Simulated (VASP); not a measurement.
# Sb (Fm-3m) in VASP: notebook

Sb is run at these levels: HF, B3LYP, HSE06; tasks: single point.

All numbers are computed with VASP 6.6.1; they aren't measurements. Logs are shortened: lines on timing, memory, paths and dates and some standing lists are left out, and cuts for length are marked.

### Step 1. The cell of the first run

The structure is cubic, space group Fm-3m (No. 225). The conventional cell has a = 4.742 Å, b = 4.742 Å, c = 4.742 Å, α = 90.00°, β = 90.00°, γ = 90.00°. Sb (site symmetry m-3m) has 12 Sb at 3.35 Å within 4.4 Å.

This isn't the form of Sb at room conditions, which is rhombohedral.

### Step 2. Single point, HF

The input, POSCAR:

```
Sb
1.0
    0.0000000000      2.3712425216      2.3712425216
    2.3712425216      0.0000000000      2.3712425216
    2.3712425216      2.3712425216      0.0000000000
Sb
1
Direct
    0.0000000000      0.0000000000      0.0000000000
```

The input, INCAR.step1:

```
PREC     = Accurate       # precision mode
ENCUT    = 520            # plane-wave cutoff, eV
EDIFF    = 1E-5           # SCF threshold, eV
ISMEAR   = -1             # smearing method
SIGMA    = 0.05           # smearing width, eV
LREAL    = False          # projectors in reciprocal space
LASPH    = True           # aspherical terms in the spheres
NELM     = 60             # most SCF steps
ALGO     = Normal         # electronic algorithm
ISIF     = 2              # what is computed and relaxed
LWAVE    = True           # write WAVECAR
LCHARG   = False          # write CHGCAR
NBANDS   = 8              # bands
GGA      = PE             # functional
```

The input, INCAR.step2:

```
PREC     = Accurate       # precision mode
ENCUT    = 520            # plane-wave cutoff, eV
EDIFF    = 1E-7           # SCF threshold, eV
ISMEAR   = -1             # smearing method
SIGMA    = 0.05           # smearing width, eV
LREAL    = False          # projectors in reciprocal space
LASPH    = True           # aspherical terms in the spheres
NELM     = 60             # most SCF steps
ALGO     = Normal         # electronic algorithm
ISIF     = 2              # what is computed and relaxed
LWAVE    = False          # write WAVECAR
LCHARG   = False          # write CHGCAR
GGA      = PE             # functional
LHFCALC  = True           # exact exchange
AEXX     = 1.0            # exact-exchange fraction
ALDAC    = 0.0          
AGGAC    = 0.0          
PRECFOCK = Normal       
NBANDS   = 8              # bands
ISTART   = 1
```

The input, KPOINTS:

```
regular mesh
0
Gamma
  5 5 5
```

Potentials or basis: VASP PAW PBE potentials, release 64 (Sb).

On the command line:

```bash
$ cat potpaw_PBE.64/Sb/POTCAR > POTCAR
$ cp INCAR.step1 INCAR
$ mpirun -np 1 vasp_std > vasp.out
$ cp INCAR.step2 INCAR
$ mpirun -np 1 vasp_std > vasp.out
```

OUTCAR:

```text
PREC = Accurate
   ENCUT = 520
   EDIFF = 1E-7
   ISMEAR = -1
   LREAL = False
   LASPH = True
   NELM = 60
   ISIF = 2
   GGA = PE
   LHFCALC = True
   AEXX = 1.0
   PRECFOCK = Normal
   ISTART = 1

 ion  position               nearest neighbor table
   1  0.000  0.000  0.000-

  LATTYP: Found a face centered cubic cell.
 ALAT       =     4.7424850432

  Lattice vectors:

 A1 = (   0.0000000000,   2.3712425216,   2.3712425216)
 A2 = (   2.3712425216,   0.0000000000,   2.3712425216)
 A3 = (   2.3712425216,   2.3712425216,   0.0000000000)

Analysis of symmetry for initial positions (statically):
=====================================================================
 Subroutine PRICEL returns:
 Original cell was already a primitive cell.

 Routine SETGRP: Setting up the symmetry group for a
 face centered cubic supercell.

 Subroutine GETGRP returns: Found 48 space group operations
 (whereof 48 operations were pure point group operations)
 out of a pool of 48 trial point group operations.

The static configuration has the point symmetry O_h .

Analysis of symmetry for dynamics (positions and initial velocities):
=====================================================================
 Subroutine PRICEL returns:
 Original cell was already a primitive cell.

 Routine SETGRP: Setting up the symmetry group for a
 face centered cubic supercell.

 Subroutine GETGRP returns: Found 48 space group operations
 (whereof 48 operations were pure point group operations)
 out of a pool of 48 trial point group operations.

The dynamic configuration has the point symmetry O_h .

 Subroutine INISYM returns: Found 48 space group operations
 (whereof 48 operations are pure point group operations),
 and found     1 'primitive' translations

----------------------------------------------------------------------------------------

                                     Primitive cell

  volume of cell :      26.6660

  direct lattice vectors                    reciprocal lattice vectors
     0.000000000  2.371242522  2.371242522    -0.210859916  0.210859916  0.210859916
     2.371242522  0.000000000  2.371242522     0.210859916 -0.210859916  0.210859916
     2.371242522  2.371242522  0.000000000     0.210859916  0.210859916 -0.210859916

  length of vectors
     3.353443334  3.353443334  3.353443334     0.365220089  0.365220089  0.365220089

  position of ions in fractional coordinates (direct lattice)
     0.000000000  0.000000000  0.000000000

  ion indices of the primitive-cell ions
   primitive index   ion index
                 1           1

----------------------------------------------------------------------------------------

 KPOINTS: regular mesh

Automatic generation of k-mesh.
 Grid dimensions read from file:
 generate k-points for:    5    5    5

 Generating k-lattice:

  Cartesian coordinates                     Fractional coordinates (reciprocal lattice)
    -0.042171983  0.042171983  0.042171983     0.200000000  0.000000000  0.000000000
     0.042171983 -0.042171983  0.042171983     0.000000000  0.200000000  0.000000000
     0.042171983  0.042171983 -0.042171983     0.000000000  0.000000000  0.200000000

  Length of vectors
     0.073044018  0.073044018  0.073044018

  Shift w.r.t. Gamma in fractional coordinates (k-lattice)
     0.000000000  0.000000000  0.000000000

 Subroutine IBZKPT returns following result:
 ===========================================

 Found     10 irreducible k-points:

 Following reciprocal coordinates:
            Coordinates               Weight
  0.000000  0.000000  0.000000      1.000000
  0.200000  0.000000  0.000000      8.000000
  0.400000  0.000000  0.000000      8.000000
  0.200000  0.200000  0.000000      6.000000
  0.400000  0.200000  0.000000     24.000000
 -0.400000  0.200000  0.000000     24.000000
 -0.200000  0.200000  0.000000     12.000000
  0.400000  0.400000  0.000000      6.000000
 -0.400000  0.400000  0.000000     12.000000
 -0.400000  0.400000  0.200000     24.000000
   k-points           NKPTS =     10   k-points in BZ     NKDIM =    125   number of bands    NBANDS=      8
   number of dos      NEDOS =    301   number of ions     NIONS =      1
   total plane-waves  NPLWV =  21952
   dimension x,y,z NGX =    28 NGY =   28 NGZ =   28
   dimension x,y,z NGXF=    56 NGYF=   56 NGZF=   56
   ions per type =               1
   NGX,Y,Z   is equivalent  to a cutoff of  13.88, 13.88, 13.88 a.u.
   NGXF,Y,Z  is equivalent  to a cutoff of  27.76, 27.76, 27.76 a.u.
 SYSTEM =  unknown system
   PREC   = accura    normal or accurate (medium, high low for compatibility)
   ISTART =      1    job   : 0-new  1-cont  2-samecut
   ICHARG =      0    charge: 1-file 2-atom 10-const
   ISPIN  =      1    spin polarized calculation?
   LNONCOLLINEAR =      F non collinear calculations
   LSORBIT =      F    spin-orbit coupling
   LASPH  =      T    aspherical Exc in radial PAW
[... 51 lines left out ...]
  ---------------------------------------------------
  ext. energy  EPLUGINS =         0.00000000
  ---------------------------------------------------
  free energy    TOTEN  =       -26.07236359 eV

  energy without entropy =      -26.06105148  energy(sigma->0) =      -26.06670754

 E-fermi :   2.9097     XC(G=0):   0.0000

 val. band max:        2.8599634837   @ k =  -0.4000   0.4000   0.2000
 cond. band min:       4.7923801473   @ k =   0.4000   0.4000   0.0000
 fundamental gap:      1.9324166636
 Fermi energy:         2.9096577320

 k-point     1 :       0.0000    0.0000    0.0000
  band No.  band energies     occupation
      1      -9.3733      2.00000
      2       8.9852      0.00000
      3       8.9853      0.00000
      4       8.9853      0.00000
      5      24.9599      0.00000
      6      25.0256      0.00000
      7      25.0794      0.00000
      8      25.1432      0.00000

 k-point     2 :       0.2000    0.0000    0.0000
  band No.  band energies     occupation
      1      -8.6506      2.00000
      2       6.2908      0.00000
      3       8.4344      0.00000
      4       8.4345      0.00000
      5      21.5580      0.00000
      6      24.2261      0.00000
      7      24.7657      0.00000
      8      24.7657      0.00000

 k-point     3 :       0.4000    0.0000    0.0000
  band No.  band energies     occupation
      1      -6.4087      2.00000
      2      -1.6364      2.00000
      3       7.4815      0.00000
      4       7.4816      0.00000
      5      21.1640      0.00000
      6      23.1816      0.00000
      7      23.8253      0.00000
      8      23.8288      0.00000

 k-point     4 :       0.2000    0.2000    0.0000
  band No.  band energies     occupation
      1      -8.4152      2.00000
      2       7.2128      0.00000
      3       7.2129      0.00000
      4       7.8570      0.00000
      5      20.6513      0.00000
      6      21.9763      0.00000
      7      24.4627      0.00000
      8      24.4627      0.00000

 k-point     5 :       0.4000    0.2000    0.0000
  band No.  band energies     occupation
      1      -6.6431      2.00000
      2       0.6678      2.00000
      3       6.1657      0.00000
      4       6.4119      0.00000
      5      19.7280      0.00000
      6      20.4311      0.00000
      7      23.3794      0.00000
      8      24.2749      0.00000

 k-point     6 :      -0.4000    0.2000    0.0000
  band No.  band energies     occupation
      1      -4.5909      2.00000
      2      -2.6435      2.00000
      3       2.4831      1.99961
      4       6.5763      0.00000
      5      19.4654      0.00000
      6      21.9000      0.00000
      7      22.3417      0.00000
      8      24.1361      0.00000

 k-point     7 :      -0.2000    0.2000    0.0000
  band No.  band energies     occupation
      1      -7.3854      2.00000
      2       2.5634      1.99804
      3       4.7987      0.00000
      4       8.0874      0.00000
      5      20.9231      0.00000
      6      21.1093      0.00000
      7      24.8406      0.00000
      8      24.8730      0.00000

 k-point     8 :       0.4000    0.4000    0.0000
  band No.  band energies     occupation
      1      -5.5553      2.00000
      2       1.2447      2.00000
      3       4.7924      0.00000
      4       4.7925      0.00000
      5      18.0917      0.00000
      6      18.2905      0.00000
      7      22.7560      0.00000
      8      24.4650      0.00000

 k-point     9 :      -0.4000    0.4000    0.0000
  band No.  band energies     occupation
      1      -3.5901      2.00000
      2      -0.6963      2.00000
      3      -0.2051      2.00000
      4       4.9883      0.00000
      5      18.0508      0.00000
      6      19.8187      0.00000
      7      22.1997      0.00000
      8      24.3991      0.00000

 k-point    10 :      -0.4000    0.4000    0.2000
  band No.  band energies     occupation
      1      -4.2705      2.00000
      2      -0.5173      2.00000
      3       0.7292      2.00000
      4       2.8600      1.45971
      5      18.7136      0.00000
      6      20.8493      0.00000
      7      22.1976      0.00000
      8      26.2160      0.00000

------------------------ aborting loop because EDIFF is reached ----------------------------------------

  FORCE on cell =-STRESS in cart. coord.  units (eV):
  Direction    XX          YY          ZZ          XY          YZ          ZX
  --------------------------------------------------------------------------------------
  -------------------------------------------------------------------------------------
  Total       -2.9232239     -2.9232239     -2.9232239     -0.0000000     -0.0000000      0.0000000
  in kB     -175.6364863   -175.6364863   -175.6364863     -0.0000000     -0.0000000      0.0000000
  external PRESSURE =    -175.6364863 kB  Pullay stress =       0.0000000 kB

 VOLUME and BASIS-vectors are now :
 -----------------------------------------------------------------------------
  energy-cutoff  :      520.00
  volume of cell :       26.67
      direct lattice vectors                 reciprocal lattice vectors
     0.000000000  2.371242522  2.371242522    -0.210859916  0.210859916  0.210859916
     2.371242522  0.000000000  2.371242522     0.210859916 -0.210859916  0.210859916
     2.371242522  2.371242522  0.000000000     0.210859916  0.210859916 -0.210859916

 POSITION                                       TOTAL-FORCE (eV/Angst)
 -----------------------------------------------------------------------------------
      0.00000      0.00000      0.00000         0.000000      0.000000     -0.000000
 -----------------------------------------------------------------------------------
    total drift:                               -0.000000      0.000000     -0.000000

  FREE ENERGIE OF THE ION-ELECTRON SYSTEM (eV)
  ---------------------------------------------------
  free  energy   TOTEN  =       -26.0723635934 eV

  energy  without entropy=      -26.0610514789  energy(sigma->0) =      -26.06670754
```

Wall time 2.2 min (1 thread of Intel Xeon Platinum 8488C (Sapphire Rapids), shared host); peak memory 0.16 GiB.

Results:

- Free energy: -26.0724 eV
- Pressure: -17.6 GPa
- Band gap on the k mesh: zero (an odd number of electrons rules out a gap without spin polarisation)

Caveat: the k points lie up to 0.46 Å⁻¹ apart, too coarse for converged energies and pressures of a metal; the PAW data sets were made with another functional, which shifts forces and pressure a little; spin-orbit coupling is left out, which moves the levels of the heavy elements.

### Step 3. Single point, B3LYP

This run uses another cell than the first one, of 28.82 Å³/atom.

The input, POSCAR:

```
Sb
1.0
    0.0000000000      2.4335711419      2.4335711419
    2.4335711419      0.0000000000      2.4335711419
    2.4335711419      2.4335711419      0.0000000000
Sb
1
Direct
    0.0000000000      0.0000000000      0.0000000000
```

The input, INCAR.step1:

```
SYSTEM = Sb
ALGO     = Normal         ! electronic algorithm
EDIFF    = 1E-5           ! SCF threshold, eV
ENCUT    = 520            ! plane-wave cutoff, eV
GGA      = PE             ! functional
ISIF     = 2              ! what is computed and relaxed
ISMEAR   = -1             ! smearing method
LASPH    = .TRUE.         ! aspherical terms in the spheres
LCHARG   = .FALSE.        ! write CHGCAR
LREAL    = .FALSE.        ! projectors in reciprocal space
LWAVE    = .TRUE.         ! write WAVECAR
NBANDS   = 8              ! bands
NELM     = 100            ! most SCF steps
PREC     = Accurate       ! precision mode
SIGMA    = 0.05           ! smearing width, eV
```

The input, INCAR.step2:

```
SYSTEM = Sb
AEXX     = 0.2            ! exact-exchange fraction
AGGAC    = 0.81         
AGGAX    = 0.72         
ALDAC    = 0.19         
ALGO     = Normal         ! electronic algorithm
EDIFF    = 1E-7           ! SCF threshold, eV
ENCUT    = 520            ! plane-wave cutoff, eV
GGA      = B3             ! functional
ISIF     = 2              ! what is computed and relaxed
ISMEAR   = -1             ! smearing method
ISTART   = 1            
LASPH    = .TRUE.         ! aspherical terms in the spheres
LCHARG   = .FALSE.        ! write CHGCAR
LHFCALC  = .TRUE.         ! exact exchange
LREAL    = .FALSE.        ! projectors in reciprocal space
LWAVE    = .FALSE.        ! write WAVECAR
NBANDS   = 8              ! bands
NELM     = 100            ! most SCF steps
PREC     = Accurate       ! precision mode
PRECFOCK = Normal       
SIGMA    = 0.05           ! smearing width, eV
```

The input, KPOINTS:

```
k-points
0
G
  5 5 5
  0 0 0
```

Potentials or basis: VASP PAW PBE potentials, release 64 (Sb).

On the command line:

```bash
$ cat potpaw_PBE.64/Sb/POTCAR > POTCAR
$ cp INCAR.step1 INCAR
$ mpirun -np 1 vasp_std > vasp.out
$ cp INCAR.step2 INCAR
$ mpirun -np 1 vasp_std > vasp.out
```

Wall time 62 s (1 thread of Intel Xeon Platinum 8488C (Sapphire Rapids), shared host); peak memory 0.16 GiB.

Results (log left out):

| Quantity | Value |
| --- | --- |
| Free energy | -4.0195 eV |
| Pressure | -0.5 GPa |
| Band gap on the k mesh | zero (an odd number of electrons rules out a gap without spin polarisation) |

Levels at points of the mesh, in eV from the Fermi level:
```tsv
k point	band 1	band 2	band 3	band 4	band 5
(0.00, 0.00, 0.00)	-13.78	5.68	5.68	5.68	10.85
```

Caveat: the k points lie up to 0.45 Å⁻¹ apart, too coarse for converged energies and pressures of a metal; the PAW data sets were made with another functional, which shifts forces and pressure a little; spin-orbit coupling is left out, which moves the levels of the heavy elements.

### Step 4. Single point, HF

This run uses another cell than the first one, of 28.83 Å³/atom.

The input, POSCAR:

```
Sb
1.0
    0.0000000000      2.4336678776      2.4336678776
    2.4336678776      0.0000000000      2.4336678776
    2.4336678776      2.4336678776      0.0000000000
Sb
1
Direct
    0.0000000000      0.0000000000      0.0000000000
```

INCAR.step1 is that of step 3.

Edit INCAR.step2 of step 3 so:

```diff
@@ -1,6 +1,5 @@
 SYSTEM = Sb
-AEXX     = 0.2            ! exact-exchange fraction
-AGGAC    = 0.81         
-AGGAX    = 0.72         
-ALDAC    = 0.19         
+AEXX     = 1.0            ! exact-exchange fraction
+AGGAC    = 0.0          
+ALDAC    = 0.0          
 ALGO     = Normal         ! electronic algorithm
@@ -8,3 +7,3 @@
 ENCUT    = 520            ! plane-wave cutoff, eV
-GGA      = B3             ! functional
+GGA      = PE             ! functional
 ISIF     = 2              ! what is computed and relaxed
```

KPOINTS is that of step 3.

On the command line:

```bash
$ cat potpaw_PBE.64/Sb/POTCAR > POTCAR
$ cp INCAR.step1 INCAR
$ mpirun -np 1 vasp_std > vasp.out
$ cp INCAR.step2 INCAR
$ mpirun -np 1 vasp_std > vasp.out
```

It took 2 min on 1 thread of Intel Xeon Platinum 8488C (Sapphire Rapids), shared host; peak memory 0.16 GiB.

The run converged. Its results:

```yaml
Free_energy: -25.8566 eV
Pressure: -18.3 GPa
Band_gap_on_the_k_mesh: zero (an odd number of electrons rules out a gap without spin polarisation)
```

Levels at points of the mesh, in eV from the Fermi level:
| k point | band 1 | band 2 | band 3 | band 4 | band 5 |
| --- | --- | --- | --- | --- | --- |
| (0.00, 0.00, 0.00) | -11.62 | 5.67 | 5.67 | 5.67 | 21.49 |

Caveat: the k points lie up to 0.45 Å⁻¹ apart, too coarse for converged energies and pressures of a metal; the PAW data sets were made with another functional, which shifts forces and pressure a little; spin-orbit coupling is left out, which moves the levels of the heavy elements.

### Step 5. Single point, HSE06, non-collinear spin, zero start, spin-orbit coupling

The input, POSCAR:

```
Sb
1.0
    0.0000000000      2.3712425216      2.3712425216
    2.3712425216      0.0000000000      2.3712425216
    2.3712425216      2.3712425216      0.0000000000
Sb
1
Direct
    0.0000000000      0.0000000000      0.0000000000
```

The input, INCAR.step1:

```
SYSTEM = Sb
PREC = Accurate ; ENCUT = 520
EDIFF = 1E-5 ; ISMEAR = -1
SIGMA = 0.05 ; LREAL = .FALSE.
LASPH = .TRUE. ; NELM = 150
ALGO = Normal ; ISIF = 2
LWAVE = .TRUE. ; LCHARG = .FALSE.
MAGMOM = 0 0 0 ; LORBIT = 11
LSORBIT = .TRUE. ; GGA_COMPAT = .FALSE.
LORBMOM = .TRUE. ; NBANDS = 16
GGA = PE
```

The input, INCAR.step2:

```
SYSTEM = Sb
PREC = Accurate ; ENCUT = 520
EDIFF = 1E-7 ; ISMEAR = -1
SIGMA = 0.05 ; LREAL = .FALSE.
LASPH = .TRUE. ; NELM = 150
ALGO = Normal ; ISIF = 2
LWAVE = .FALSE. ; LCHARG = .FALSE.
MAGMOM = 0 0 0 ; LORBIT = 11
LSORBIT = .TRUE. ; GGA_COMPAT = .FALSE.
LORBMOM = .TRUE. ; GGA = PE
LHFCALC = .TRUE. ; HFSCREEN = 0.2079
PRECFOCK = Normal ; NBANDS = 16
ISTART = 1
```

The input, KPOINTS:

```
regular mesh
0
G
  4 4 4
  0 0 0
```

On the command line:

```bash
$ cat potpaw_PBE.64/Sb/POTCAR > POTCAR
$ cp INCAR.step1 INCAR
$ mpirun -np 1 vasp_ncl > vasp.out
$ cp INCAR.step2 INCAR
$ mpirun -np 1 vasp_ncl > vasp.out
```

Wall time 5.3 min (1 thread of Intel Xeon Platinum 8488C (Sapphire Rapids), shared host); peak memory 0.32 GiB.

Results (log left out):

| Property | Result |
| --- | --- |
| Free energy | -4.7568 eV |
| Pressure | -2.9 GPa |
| Net moment | 0.00 μB per cell |
| Valence electrons inside the program's atomic spheres | Sb 2.47 |

Moments on the atoms (μB; x, y, z):
```
Sb  0.00 0.00 0.00
```

Caveat: the k points lie up to 0.57 Å⁻¹ apart; the PAW data sets were made with another functional, which shifts forces and pressure a little.

### Step 6. Summary

| level | spin | cell | k mesh | share of exact exchange | screening parameter | gap on the mesh (eV) | pressure (GPa) |
| --- | --- | --- | --- | --- | --- | --- | --- |
| HF | off | a = 3.353 Å, angles 60.0°, 1 atom | 5 × 5 × 5 | 1 | - | none | -17.6 |
| B3LYP | off | a = 3.442 Å, angles 60.0°, 1 atom | 5 × 5 × 5 | 0.2 | - | none | -0.5 |
| HF | off | a = 3.442 Å, angles 60.0°, 1 atom | 5 × 5 × 5 | 1 | - | none | -18.3 |
| HSE06 | non-collinear, zero start, SOC | a = 3.353 Å, angles 60.0°, 1 atom | 4 × 4 × 4 | 0.25 | 0.2079 1/Å | - | -2.9 |

Alike in all rows: task single point; potentials or basis VASP PAW PBE potentials, release 64 (Sb); cutoff (eV) 520; smearing fermi-dirac 0.05 eV.

Caveats: all runs use coarse meshes; the PAW data sets were made with another functional, which shifts forces and pressure a little; spin-orbit coupling is left out, which moves the levels of the heavy elements (at least some runs).

Total energies depend on the potentials used, so only differences within one code and one set of settings carry meaning.

The gap in the log of VASP goes by the Fermi energy; the results here count the filled bands.